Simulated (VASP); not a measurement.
# AlN (R3m) in VASP: notebook

The runs below take AlN through single point, with r2SCAN.

Everything below comes from runs of VASP 6.6.1. Logs are shortened: lines on timing, memory, paths and dates and some standing lists are left out, and cuts for length are marked.

## 1. The cell of the first run

It takes space group R3m (No. 160, trigonal). Conventional cell: a = 3.891 Å, b = 3.891 Å, c = 4.766 Å, α = 90.00°, β = 90.00°, γ = 120.00°. Within 1.6 Å of Al (site symmetry 3m) lie 1 N at 1.19 Å. N (site symmetry 3m) has 1 Al at 1.19 Å within 1.6 Å.

## 2. Single point, r2SCAN

Contents of POSCAR:

```
AlN
1.0
   -0.9172198195      1.8344396390      1.8344396390
    1.8344396390     -0.9172198195      1.8344396390
    1.8344396390      1.8344396390     -0.9172198195
Al N
1 1
Direct
    0.0000000000      0.0000000000      0.0000000000
    0.7500000000      0.7500000000      0.7500000000
```

Contents of INCAR.step1:

```
PREC     = Accurate       # precision mode
ENCUT    = 520            # plane-wave cutoff, eV
ISMEAR   = 0              # smearing method
SIGMA    = 0.05           # smearing width, eV
LREAL    = False          # projectors in reciprocal space
LASPH    = True           # aspherical terms in the spheres
NELM     = 80             # most SCF steps
NBANDS   = 11             # bands
GGA      = PE             # functional
ALGO     = Normal         # electronic algorithm
EDIFF    = 1E-4           # SCF threshold, eV
LWAVE    = True           # write WAVECAR
LCHARG   = False          # write CHGCAR
```

Contents of INCAR.step2:

```
PREC     = Accurate       # precision mode
ENCUT    = 520            # plane-wave cutoff, eV
EDIFF    = 1E-6           # SCF threshold, eV
ISMEAR   = 0              # smearing method
SIGMA    = 0.05           # smearing width, eV
LREAL    = False          # projectors in reciprocal space
LASPH    = True           # aspherical terms in the spheres
NELM     = 80             # most SCF steps
ALGO     = Normal         # electronic algorithm
ISIF     = 2              # what is computed and relaxed
LWAVE    = False          # write WAVECAR
LCHARG   = False          # write CHGCAR
METAGGA  = R2SCAN         # meta-GGA
LMIXTAU  = True         
NBANDS   = 11             # bands
ISTART   = 1
```

Contents of KPOINTS:

```
regular mesh
0
Gamma
  10 10 10
```

Potentials or basis: VASP PAW PBE potentials, release 64 (Al, N).

Launch:

```console
$ cat potpaw_PBE.64/Al/POTCAR potpaw_PBE.64/N/POTCAR > POTCAR
$ cp INCAR.step1 INCAR
$ mpirun -np 1 vasp_std > vasp.out
$ cp INCAR.step2 INCAR
$ mpirun -np 1 vasp_std > vasp.out
```

OUTCAR:

```text
PREC = Accurate
   ENCUT = 520
   EDIFF = 1E-6
   ISMEAR = 0
   LREAL = False
   LASPH = True
   NELM = 80
   ISIF = 2
   METAGGA = R2SCAN
   ISTART = 1

 ion  position               nearest neighbor table
   1  0.000  0.000  0.000-   2 1.19   2 2.28   2 2.28   2 2.28
   2  0.750  0.750  0.750-   1 1.19   1 2.28   1 2.28   1 2.28

 -----------------------------------------------------------------------------
|                                                                             |
|           W    W    AA    RRRRR   N    N  II  N    N   GGGG   !!!           |
|           W    W   A  A   R    R  NN   N  II  NN   N  G    G  !!!           |
|           W    W  A    A  R    R  N N  N  II  N N  N  G       !!!           |
|           W WW W  AAAAAA  RRRRR   N  N N  II  N  N N  G  GGG   !            |
|           WW  WW  A    A  R   R   N   NN  II  N   NN  G    G                |
|           W    W  A    A  R    R  N    N  II  N    N   GGGG   !!!           |
|                                                                             |
|     The distance between some ions is very small. Please check the          |
|     nearest-neighbor list in the OUTCAR file.                               |
|     I HOPE YOU KNOW WHAT YOU ARE DOING!                                     |
|                                                                             |
 -----------------------------------------------------------------------------

  LATTYP: Found a simple cubic cell.
 ALAT       =     2.7516594585

  Lattice vectors:

 A1 = (  -0.9172198195,   1.8344396390,   1.8344396390)
 A2 = (   1.8344396390,  -0.9172198195,   1.8344396390)
 A3 = (   1.8344396390,   1.8344396390,  -0.9172198195)

Analysis of symmetry for initial positions (statically):
=====================================================================
 Subroutine PRICEL returns:
 Original cell was already a primitive cell.

 Routine SETGRP: Setting up the symmetry group for a
 simple cubic supercell.

 Subroutine GETGRP returns: Found  6 space group operations
 (whereof  6 operations were pure point group operations)
 out of a pool of 48 trial point group operations.

The static configuration has the point symmetry C_3v.

Analysis of symmetry for dynamics (positions and initial velocities):
=====================================================================
 Subroutine PRICEL returns:
 Original cell was already a primitive cell.

 Routine SETGRP: Setting up the symmetry group for a
 simple cubic supercell.

 Subroutine GETGRP returns: Found  6 space group operations
 (whereof  6 operations were pure point group operations)
 out of a pool of 48 trial point group operations.

The dynamic configuration has the point symmetry C_3v.

 Subroutine INISYM returns: Found  6 space group operations
 (whereof  6 operations are pure point group operations),
 and found     1 'primitive' translations

----------------------------------------------------------------------------------------

                                     Primitive cell

  volume of cell :      20.8345

  direct lattice vectors                    reciprocal lattice vectors
    -0.917219819  1.834439639  1.834439639    -0.121139021  0.242278042  0.242278042
     1.834439639 -0.917219819  1.834439639     0.242278042 -0.121139021  0.242278042
     1.834439639  1.834439639 -0.917219819     0.242278042  0.242278042 -0.121139021

  length of vectors
     2.751659458  2.751659458  2.751659458     0.363417063  0.363417063  0.363417063

  position of ions in fractional coordinates (direct lattice)
     0.000000000  0.000000000  0.000000000
     0.750000000  0.750000000  0.750000000

  ion indices of the primitive-cell ions
   primitive index   ion index
                 1           1
                 2           2

----------------------------------------------------------------------------------------

 KPOINTS: regular mesh

Automatic generation of k-mesh.
 Grid dimensions read from file:
 generate k-points for:   10   10   10

 Generating k-lattice:

  Cartesian coordinates                     Fractional coordinates (reciprocal lattice)
    -0.012113902  0.024227804  0.024227804     0.100000000  0.000000000  0.000000000
     0.024227804 -0.012113902  0.024227804     0.000000000  0.100000000  0.000000000
     0.024227804  0.024227804 -0.012113902     0.000000000  0.000000000  0.100000000

  Length of vectors
     0.036341706  0.036341706  0.036341706

  Shift w.r.t. Gamma in fractional coordinates (k-lattice)
     0.000000000  0.000000000  0.000000000

 Subroutine IBZKPT returns following result:
 ===========================================

 Found    116 irreducible k-points:

 Following reciprocal coordinates:
            Coordinates               Weight
  0.000000  0.000000  0.000000      1.000000
  0.100000  0.000000  0.000000      6.000000
  0.200000  0.000000  0.000000      6.000000
  0.300000  0.000000  0.000000      6.000000
  0.400000  0.000000  0.000000      6.000000
  0.500000  0.000000  0.000000      3.000000
[... 16 lines left out ...]
  0.300000  0.300000  0.000000      6.000000
 -0.300000  0.300000  0.000000      6.000000
 [... further k-points ...]
   k-points           NKPTS =    116   k-points in BZ     NKDIM =    116   number of bands    NBANDS=     11
   number of dos      NEDOS =    301   number of ions     NIONS =      2
   total plane-waves  NPLWV =   8000
   dimension x,y,z NGX =    20 NGY =   20 NGZ =   20
   dimension x,y,z NGXF=    40 NGYF=   40 NGZF=   40
   ions per type =               1   1
   NGX,Y,Z   is equivalent  to a cutoff of  12.08, 12.08, 12.08 a.u.
   NGXF,Y,Z  is equivalent  to a cutoff of  24.17, 24.17, 24.17 a.u.
 SYSTEM =  unknown system
   PREC   = accura    normal or accurate (medium, high low for compatibility)
   ISTART =      1    job   : 0-new  1-cont  2-samecut
   ICHARG =      0    charge: 1-file 2-atom 10-const
   ISPIN  =      1    spin polarized calculation?
   LNONCOLLINEAR =      F non collinear calculations
   LSORBIT =      F    spin-orbit coupling
   LASPH  =      T    aspherical Exc in radial PAW
   ENCUT  =  520.0 eV  38.22 Ry    6.18 a.u.   5.12  5.12  5.12*2*pi/ulx,y,z
   NELM   =     80;   NELMIN=  2; NELMDL=  0     # of ELM steps
   EDIFF  = 0.1E-05   stopping-criterion for ELM
   LREAL  =      F    real-space projection
[... 7 lines left out ...]
   TEBEG  =    0.0;   TEEND  =   0.0 temperature during run
   PSTRESS=    0.0 pullay stress
   NELECT =       8.0000    total number of electrons
   NUPDOWN=      -1.0000    fix difference up-down
   EMIN   =  10.00;   EMAX   =-10.00  energy-range for DOS
   EFERMI =   0.00;   METHOD = LEGACY
   ISMEAR =     0;   SIGMA  =   0.05  broadening in eV -4-tet -1-fermi 0-gaus
   EFERMI_NEDOS =   21; number of points for ismear=-14 and -15
   IALGO  =     38    algorithm
   IMIX   =      4    mixing-type and parameters
     AMIX     =   0.40;   BMIX     =  1.00
     AMIX_MAG =   1.60;   BMIX_MAG =  1.00
  volume/ion in A,a.u.               =      10.42        70.30
  Fermi-wavevector in a.u.,A,eV,Ry     =   1.189899  2.248583 19.263943  1.415860
  Thomas-Fermi vector in A             =   2.325996
   LORBIT       =      0    0 simple, 1 ext, 2 COOP (PROOUT), +10 PAW based schemes
   METAGGA = R2SCAN    functional components
   LHFCALC =     F    Hartree Fock is set to
   AEXX    =    0.0000 exact exchange contribution
   IVDW    =     0    specifies the selected vdW correction
   LEPSILON=     F    determine dielectric tensor
   LRPA    =     F    only Hartree local field effects (RPA)
 non-spin polarized calculation
 Gauss-broadening in eV      SIGMA  =   0.05
  energy-cutoff  :      520.00
  volume of cell :       20.83
 maximum number of plane-waves:       587
   NGX = 11   NGY = 11   NGZ = 11

 number of electron       8.0000004 magnetization

 Free energy of the ion-electron system (eV)
  ---------------------------------------------------
  ext. energy  EPLUGINS =         0.00000000
  ---------------------------------------------------
  free energy    TOTEN  =        -4.04983145 eV

  energy without entropy =       -4.04983145  energy(sigma->0) =       -4.04983145

 E-fermi :   7.3669     XC(G=0): -11.2672

 val. band max:        7.0923036178   @ k =   0.5000   0.0000   0.0000
 cond. band min:       8.1850016324   @ k =   0.5000   0.5000   0.0000
 fundamental gap:      1.0926980146
 Fermi energy:         7.3668911159

 k-point     1 :       0.0000    0.0000    0.0000
  band No.  band energies     occupation
      1      -9.7820      2.00000
      2       4.9662      2.00000
      3       4.9662      2.00000
      4       6.0486      2.00000
      5       8.4455      0.00000
      6      16.3555      0.00000
      7      16.3555      0.00000
      8      23.6885      0.00000
      9      23.6885      0.00000
     10      26.4402      0.00000
     11      28.4983      0.00000

 k-point     2 :       0.1000    0.0000    0.0000
  band No.  band energies     occupation
      1      -9.6615      2.00000
      2       4.0900      2.00000
      3       5.0374      2.00000
      4       6.3636      2.00000
      5       8.7269      0.00000
      6      16.5202      0.00000
      7      16.6678      0.00000
      8      22.9068      0.00000
      9      23.3593      0.00000
     10      26.9168      0.00000
     11      28.6878      0.00000

 k-point     3 :       0.2000    0.0000    0.0000
  band No.  band energies     occupation
      1      -9.3215      2.00000
      2       2.5417      2.00000
      3       5.2296      2.00000
      4       6.6641      2.00000
      5       9.3710      0.00000
      6      16.8601      0.00000
      7      17.0113      0.00000
      8      22.3686      0.00000
      9      22.4973      0.00000
     10      27.0158      0.00000
     11      27.4265      0.00000

 k-point     4 :       0.3000    0.0000    0.0000
  band No.  band energies     occupation
      1      -8.8364      2.00000
      2       0.9967      2.00000
      3       5.4825      2.00000
      4       6.8836      2.00000
      5      10.2010      0.00000
      6      15.9855      0.00000
      7      17.8142      0.00000
      8      21.4596      0.00000
      9      23.2128      0.00000
     10      25.0071      0.00000
     11      26.7128      0.00000
[... 239 lines left out ...]
 k-point    22 :       0.5000    0.2000    0.0000
  band No.  band energies     occupation
      1      -7.7947      2.00000
      2      -0.0630      2.00000
      3       4.2869      2.00000
      4       6.9575      2.00000
      5      11.1246      0.00000
      6      14.3073      0.00000
      7      18.0125      0.00000
      8      21.0234      0.00000
      9      23.0366      0.00000
     10      25.2473      0.00000
     11      28.6913      0.00000

 k-point    23 :       0.3000    0.3000    0.0000
  band No.  band energies     occupation
      1      -7.9993      2.00000
      2       2.1190      2.00000
      3       2.2000      2.00000
      4       6.7864      2.00000
      5      10.4402      0.00000
      6      15.4537      0.00000
      7      17.6061      0.00000
      8      21.4806      0.00000
      9      23.9457      0.00000
     10      26.1713      0.00000
     11      27.1251      0.00000

 k-point    24 :      -0.3000    0.3000    0.0000
  band No.  band energies     occupation
      1      -7.9983      2.00000
      2       1.1502      2.00000
      3       3.1975      2.00000
      4       6.9423      2.00000
      5      10.9966      0.00000
      6      14.3201      0.00000
      7      18.1117      0.00000
      8      21.4281      0.00000
      9      23.5100      0.00000
     10      24.2968      0.00000
     11      27.6436      0.00000

 [... further k-points ...]
[... 5 lines left out ...]
  --------------------------------------------------------------------------------------
  -------------------------------------------------------------------------------------
  Total       23.1621866     23.1621866     23.1621866     26.4832986     26.4832986     26.4832986
  in kB     1781.1729196   1781.1729196   1781.1729196   2036.5665381   2036.5665381   2036.5665381
  external PRESSURE =    1781.1729196 kB  Pullay stress =       0.0000000 kB

 VOLUME and BASIS-vectors are now :
 -----------------------------------------------------------------------------
  energy-cutoff  :      520.00
  volume of cell :       20.83
      direct lattice vectors                 reciprocal lattice vectors
    -0.917219819  1.834439639  1.834439639    -0.121139021  0.242278042  0.242278042
     1.834439639 -0.917219819  1.834439639     0.242278042 -0.121139021  0.242278042
     1.834439639  1.834439639 -0.917219819     0.242278042  0.242278042 -0.121139021

 POSITION                                       TOTAL-FORCE (eV/Angst)
 -----------------------------------------------------------------------------------
      0.00000      0.00000      0.00000        35.482685     35.482685     35.482685
      2.06374      2.06374      2.06374       -35.482685    -35.482685    -35.482685
 -----------------------------------------------------------------------------------
    total drift:                                0.000154      0.000154      0.000154

  FREE ENERGIE OF THE ION-ELECTRON SYSTEM (eV)
  ---------------------------------------------------
  free  energy   TOTEN  =        -4.0498314537 eV

  energy  without entropy=       -4.0498314537  energy(sigma->0) =       -4.04983145
```

Run time: 87 s. Hardware: 1 thread of Intel Xeon 8259CL, shared host; peak memory 0.14 GiB.

Results:

```
Free energy            : -4.0498 eV
Pressure               : 178.1 GPa
Largest force          : 61.458 eV/Å
Band gap on the k mesh : 1.09 eV, indirect (least direct gap 1.24 eV)
```

Forces in eV/Å, atoms in the order of the input:
```
Al   35.483  35.483  35.483
N   -35.483 -35.483 -35.483
```

Caveat: the PAW data sets were made with another functional, which shifts forces and pressure a little.

[end of part 1 of 2]
